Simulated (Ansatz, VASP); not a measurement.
## Y5N: VASP beside Ansatz

INCAR

```
SYSTEM = Y5N
ALGO = Normal
EDIFF = 1E-6
ENCUT = 520
GGA = PE
ISIF = 2
ISMEAR = 0
ISPIN = 2
LASPH = .TRUE.
LCHARG = .FALSE.
LMAXMIX = 4
LORBIT = 11
LREAL = .FALSE.
LWAVE = .FALSE.
MAGMOM = 0 0 0 0 0 1
NBANDS = 43
NELM = 150
PREC = Accurate
SIGMA = 0.1
```

The input KPOINTS:

```
k-points
0
G
  4 4 4
  0 0 0
```

POSCAR

```
Y5N
1.0
    0.0000000000      4.5196429832      4.5196429832
    4.5196429832      0.0000000000      4.5196429832
    4.5196429832      4.5196429832      0.0000000000
Y N
5 1
Direct
    0.3758519945      0.3758519945      0.8724440164
    0.3758519945      0.8724440164      0.3758519945
    0.8724440164      0.3758519945      0.3758519945
    0.3758519945      0.3758519945      0.3758519945
    0.7500000000      0.7500000000      0.7500000000
    0.0000000000      0.0000000000      0.0000000000
```

Input for Ansatz:

```yaml
crystal:
  lattice:
    - [0.0, 4.5196429832, 4.5196429832]
    - [4.5196429832, 0.0, 4.5196429832]
    - [4.5196429832, 4.5196429832, 0.0]
  atoms:
    - { symbol: "Y", position: [0.3758519945, 0.3758519945, 0.8724440164] }
    - { symbol: "Y", position: [0.3758519945, 0.8724440164, 0.3758519945] }
    - { symbol: "Y", position: [0.8724440164, 0.3758519945, 0.3758519945] }
    - { symbol: "Y", position: [0.3758519945, 0.3758519945, 0.3758519945] }
    - { symbol: "Y", position: [0.75, 0.75, 0.75] }
    - { symbol: "N", position: [0.0, 0.0, 0.0], spin: 1.0 }
basis:
  ecutwfc: 420
kpoints:
  mp_grid: { grid: [4, 4, 4] }
hamiltonian:
  xc: pbe
scf:
  occupations: { method: gaussian, width: 0.1 }
  lower_state_search: "off"
output:
  forces: true
  stress: true
  eigenvalues: true
  populations: true
magnetization:
  spin_polarized: true
```

Change from the starting cell: species swapped into the DyCu5 type (F-43m, No. 216).

Alike in both runs: task single point; functional PBE; k mesh 4 × 4 × 4; occupations gaussian, width 0.1 eV; collinear spin.

|  | VASP | Ansatz |
| --- | --- | --- |
| version | VASP 6.6.1 | Ansatz 0.2.0 |
| potentials or method | VASP PAW PBE potentials, release 64 (Y_sv, N), cutoff 520 eV | scalar-relativistic, plane waves, PAW |
| valence electrons in the cell | 60 | 60 |

```csv
,VASP,Ansatz,Ansatz less VASP
gap on the k mesh at the Fermi level (eV),none,none,-
pressure (GPa),0.0,0.0,+0.01
rms of the force components (eV/Å),0.010,0.005,-0.0046
net moment per atom (μB),0.00,0.24,+0.235
size of the moment on the site where the two differ most (μB),0.00,0.36,+0.356
```

The net moments are unlike, so the other rows may belong to different states. Site moments also hang on the region over which each program counts them. Atom by atom the forces differ by 0.005 eV/Å (rms over components). A gap of «none» marks a metal or a gap that the smearing closes.
